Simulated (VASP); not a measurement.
# Cu2O (Pn-3m) in VASP: vibrations by perturbation theory with PBE

Aim: the vibrations by perturbation theory of Cu2O with PBE.

All numbers are computed with VASP 6.6.1; they aren't measurements. Logs are shortened: lines on timing, memory, paths and dates and some standing lists are left out, and cuts for length are marked.

## 1. The cell of the first run

Symmetry: Pn-3m, No. 224, cubic system. Conventional cell: a = 4.298 Å, b = 4.298 Å, c = 4.298 Å, α = 90.00°, β = 90.00°, γ = 90.00°. Within 2.5 Å of Cu (site symmetry -3m) lie 2 O at 1.86 Å. Within 2.5 Å of O (site symmetry -43m) lie 4 Cu at 1.86 Å.

## 2. Vibrations by perturbation theory, PBE

Input file INCAR:

```
ALGO = Normal
EDIFF = 1E-8
ENCUT = 600
GGA = PE
GGA_COMPAT = F
IBRION = 8
ISIF = 2
ISMEAR = 0
LASPH = T
LCHARG = F
LEPSILON = T
LREAL = F
LWAVE = F
NBANDS = 37
NELM = 120
NSW = 1
PREC = Accurate
SIGMA = 0.01
```

Input file KPOINTS:

```
k-points
0
Gamma
  6 6 6
```

Input file POSCAR:

```
Cu2O
1.0
    4.2982410513      0.0000000000      0.0000000000
    0.0000000000      4.2982410513      0.0000000000
    0.0000000000      0.0000000000      4.2982410513
Cu O
4 2
Direct
    0.2500000000      0.2500000000      0.2500000000
    0.2500000000      0.7500000000      0.7500000000
    0.7500000000      0.7500000000      0.2500000000
    0.7500000000      0.2500000000      0.7500000000
    0.0000000000      0.0000000000      0.0000000000
    0.5000000000      0.5000000000      0.5000000000
```

Potentials or basis: VASP PAW PBE potentials, release 64 (Cu, O).

Started as:

```
cat potpaw_PBE.64/Cu/POTCAR potpaw_PBE.64/O/POTCAR > POTCAR
mpirun -np 1 vasp_std > vasp.out
```

OUTCAR:

```text
EDIFF = 1E-8
   ENCUT = 600
   GGA = PE
   IBRION = 8
   ISIF = 2
   ISMEAR = 0
   LASPH = T
   LEPSILON = T
   LREAL = F
   NELM = 120
   NSW = 1
   PREC = Accurate

 ion  position               nearest neighbor table
   1  0.250  0.250  0.250-   5 1.86   6 1.86
   2  0.250  0.750  0.750-   5 1.86   6 1.86
   3  0.750  0.750  0.250-   5 1.86   6 1.86
   4  0.750  0.250  0.750-   5 1.86   6 1.86
   5  0.000  0.000  0.000-   1 1.86   2 1.86   3 1.86   4 1.86
   6  0.500  0.500  0.500-   1 1.86   2 1.86   3 1.86   4 1.86

  LATTYP: Found a simple cubic cell.
 ALAT       =     4.2982410513

  Lattice vectors:

 A1 = (   4.2982410513,   0.0000000000,   0.0000000000)
 A2 = (   0.0000000000,   4.2982410513,   0.0000000000)
 A3 = (   0.0000000000,   0.0000000000,   4.2982410513)

Analysis of symmetry for initial positions (statically):
=====================================================================
 Subroutine PRICEL returns:
 Original cell was already a primitive cell.
[... 1125 lines left out ...]
  1Y    -7.344440   -8.995508   -7.344440   -0.307218    0.395291    0.641331    0.641331    0.395291   -0.307218    0.306804   -0.491091    0.306804    3.351761    4.348008    3.351761    3.351761    4.348008    3.351761
  1Z    -7.344440   -7.344440   -8.995508   -0.307218    0.641331    0.395291    0.306804    0.306804   -0.491091    0.641331   -0.307218    0.395291    3.351761    3.351761    4.348008    3.351761    3.351761    4.348008
  2X    -0.491091   -0.306804   -0.306804   -8.995508    7.344440    7.344440    0.395291    0.307218   -0.641331    0.395291   -0.641331    0.307218    4.348008   -3.351761   -3.351761    4.348008   -3.351761   -3.351761
  2Y     0.307218    0.395291    0.641331    7.344440   -8.995508   -7.344440   -0.306804   -0.491091    0.306804   -0.641331    0.395291   -0.307218   -3.351761    4.348008    3.351761   -3.351761    4.348008    3.351761
  2Z     0.307218    0.641331    0.395291    7.344440   -7.344440   -8.995508   -0.641331   -0.307218    0.395291   -0.306804    0.306804   -0.491091   -3.351761    3.351761    4.348008   -3.351761    3.351761    4.348008
  3X     0.395291    0.641331    0.307218    0.395291   -0.307218   -0.641331   -8.995508   -7.344440    7.344440   -0.491091    0.306804   -0.306804    4.348008    3.351761   -3.351761    4.348008    3.351761   -3.351761
  3Y     0.641331    0.395291    0.307218    0.306804   -0.491091   -0.306804   -7.344440   -8.995508    7.344440   -0.307218    0.395291   -0.641331    3.351761    4.348008   -3.351761    3.351761    4.348008   -3.351761
  3Z    -0.306804   -0.306804   -0.491091   -0.641331    0.307218    0.395291    7.344440    7.344440   -8.995508    0.307218   -0.641331    0.395291   -3.351761   -3.351761    4.348008   -3.351761   -3.351761    4.348008
  4X     0.395291    0.307218    0.641331    0.395291   -0.641331   -0.307218   -0.491091   -0.306804    0.306804   -8.995508    7.344440   -7.344440    4.348008   -3.351761    3.351761    4.348008   -3.351761    3.351761
  4Y    -0.306804   -0.491091   -0.306804   -0.641331    0.395291    0.307218    0.307218    0.395291   -0.641331    7.344440   -8.995508    7.344440   -3.351761    4.348008   -3.351761   -3.351761    4.348008   -3.351761
  4Z     0.641331    0.307218    0.395291    0.306804   -0.306804   -0.491091   -0.307218   -0.641331    0.395291   -7.344440    7.344440   -8.995508    3.351761   -3.351761    4.348008    3.351761   -3.351761    4.348008
  5X     4.354712    3.352264    3.352264    4.354712   -3.352264   -3.352264    4.354712    3.352264   -3.352264    4.354712   -3.352264    3.352264  -16.154304    0.000000   -0.000000   -1.264542    0.000000   -0.000000
  5Y     3.352264    4.354712    3.352264   -3.352264    4.354712    3.352264    3.352264    4.354712   -3.352264   -3.352264    4.354712   -3.352264    0.000000  -16.154304   -0.000000    0.000000   -1.264542    0.000000
  5Z     3.352264    3.352264    4.354712   -3.352264    3.352264    4.354712   -3.352264   -3.352264    4.354712    3.352264   -3.352264    4.354712   -0.000000   -0.000000  -16.154304   -0.000000   -0.000000   -1.264542
  6X     4.354712    3.352264    3.352264    4.354712   -3.352264   -3.352264    4.354712    3.352264   -3.352264    4.354712   -3.352264    3.352264   -1.264542    0.000000   -0.000000  -16.154304    0.000000   -0.000000
  6Y     3.352264    4.354712    3.352264   -3.352264    4.354712    3.352264    3.352264    4.354712   -3.352264   -3.352264    4.354712   -3.352264    0.000000   -1.264542    0.000000    0.000000  -16.154304   -0.000000
  6Z     3.352264    3.352264    4.354712   -3.352264    3.352264    4.354712   -3.352264   -3.352264    4.354712    3.352264   -3.352264    4.354712   -0.000000   -0.000000   -1.264542   -0.000000   -0.000000  -16.154304

 Eigenvectors and eigenvalues of the dynamical matrix
 ----------------------------------------------------

   1 f  =   18.489558 THz   116.173317 2PiTHz  616.745260 cm-1    76.466632 meV
             X         Y         Z           dx          dy          dz
      1.074560  1.074560  1.074560    -0.127632   -0.155470   -0.127695
      1.074560  3.223681  3.223681     0.128336   -0.156048   -0.128273
      3.223681  3.223681  1.074560    -0.127632   -0.155470    0.127695
      3.223681  1.074560  3.223681     0.128336   -0.156048    0.128273
      0.000000  0.000000  0.000000    -0.001403    0.621253    0.000000
      2.149121  2.149121  2.149121    -0.001403    0.621253    0.000000
[... 145 lines left out ...]
  18 f/i=    0.006307 THz     0.039629 2PiTHz    0.210383 cm-1     0.026084 meV
             X         Y         Z           dx          dy          dz
      1.074560  1.074560  1.074560     0.182280   -0.130111    0.414720
      1.074560  3.223681  3.223681     0.182715   -0.129833    0.414999
      3.223681  3.223681  1.074560     0.182914   -0.129478    0.414801
      3.223681  1.074560  3.223681     0.182082   -0.129199    0.414522
      0.000000  0.000000  0.000000     0.091396   -0.064932    0.207715
      2.149121  2.149121  2.149121     0.091396   -0.064932    0.207715

--------------------------------------------------------------------------------------------------------

 MACROSCOPIC STATIC DIELECTRIC TENSOR IONIC CONTRIBUTION
 ------------------------------------------------------
           0.895140    -0.000000    -0.000000
           0.000000     0.895140     0.000000
          -0.000000     0.000000     0.895140
 ------------------------------------------------------

 ELASTIC MODULI CONTR FROM IONIC RELAXATION (kBar)
 Direction    XX          YY          ZZ          XY          YZ          ZX
 --------------------------------------------------------------------------------
 XX          -0.0000      0.0000      0.0000     -0.0000     -0.0000      0.0000
 YY           0.0000     -0.0000      0.0000      0.0000      0.0000      0.0000
 ZZ           0.0000      0.0000     -0.0000     -0.0000      0.0000      0.0000
 XY           0.0000      0.0000     -0.0000   -571.1611     -0.0000      0.0000
 YZ          -0.0000      0.0000      0.0000     -0.0000   -571.1611      0.0000
 ZX           0.0000      0.0000      0.0000      0.0000      0.0000   -571.1611
 --------------------------------------------------------------------------------

 PIEZOELECTRIC TENSOR IONIC CONTR  for field in x, y, z        (C/m^2)
          XX          YY          ZZ          XY          YZ          ZX
  --------------------------------------------------------------------------------
  x     0.00000    -0.00000     0.00000     0.00000     0.00000    -0.00000
  y     0.00000     0.00000    -0.00000     0.00000     0.00000    -0.00000
  z     0.00000     0.00000    -0.00000    -0.00000    -0.00000     0.00000
```

stdout:

```text
POSCAR found type information on POSCAR CuO
 POSCAR found :  2 types and       6 ions
 scaLAPACK will be used
 LDA part: xc-table for (Slater+PW92), standard interpolation
 POSCAR, INCAR and KPOINTS ok, starting setup
 FFT: planning ... GRIDC
 FFT: planning ... GRID_SOFT
 FFT: planning ... GRID
 WAVECAR not read
 entering main loop
[... 23 lines left out ...]
  Direction:   3
 dielectric tensor                  component  3 :    -0.477    -0.703     9.136
 Linear response DOF=           2
 Linear response progress:
 first order change of Fermi-energy  -0.10692E-03
 force on displaced ion       1 direction 1 :  -8.996  -7.344  -7.344
 Born effective charge ion    1 direction 1 :   0.833   0.422   0.422
 Linear response progress:
 first order change of Fermi-energy   0.15666E-03
 force on displaced ion       5 direction 1 : -16.154  -0.000   0.000
 Born effective charge ion    5 direction 1 :  -1.677   0.000   0.000
 Born effective charges drift removed
 Linear response finished
```

It took 10 min on 1 thread of Intel Xeon 6975P-C (Granite Rapids), shared host; peak memory 0.63 GiB.

Results:

| Item | Value |
| --- | --- |
| Electronic dielectric tensor (diagonal) | 9.14 |
| Born charges (mean of the diagonal) | Cu +0.84; O -1.67 e |
| Highest phonon frequency at Γ, LO-TO splitting left out | 617 cm⁻¹ |

Phonon frequencies in cm⁻¹ (negative: imaginary):
```
              q point                                                   frequencies
(0.000, 0.000, 0.000)  0 0 0 70 70 70 85 85 144 144 144 343 503 503 503 617 617 617
```

Electronic dielectric tensor:
```
9.14 0.00 0.00
0.00 9.14 0.00
0.00 0.00 9.14
```

Born effective charge tensors (e):
atom 1, Cu
```
0.84 0.42 0.42
0.42 0.84 0.42
0.42 0.42 0.84
```
atom 2, Cu
```
 0.84 -0.42 -0.42
-0.42  0.84  0.42
-0.42  0.42  0.84
```
atom 3, Cu
```
 0.84  0.42 -0.42
 0.42  0.84 -0.42
-0.42 -0.42  0.84
```
atom 4, Cu
```
 0.84 -0.42  0.42
-0.42  0.84 -0.42
 0.42 -0.42  0.84
```
atom 5, O
```
-1.67  0.00  0.00
 0.00 -1.67  0.00
 0.00  0.00 -1.67
```
atom 6, O
```
-1.67  0.00  0.00
 0.00 -1.67  0.00
 0.00  0.00 -1.67
```
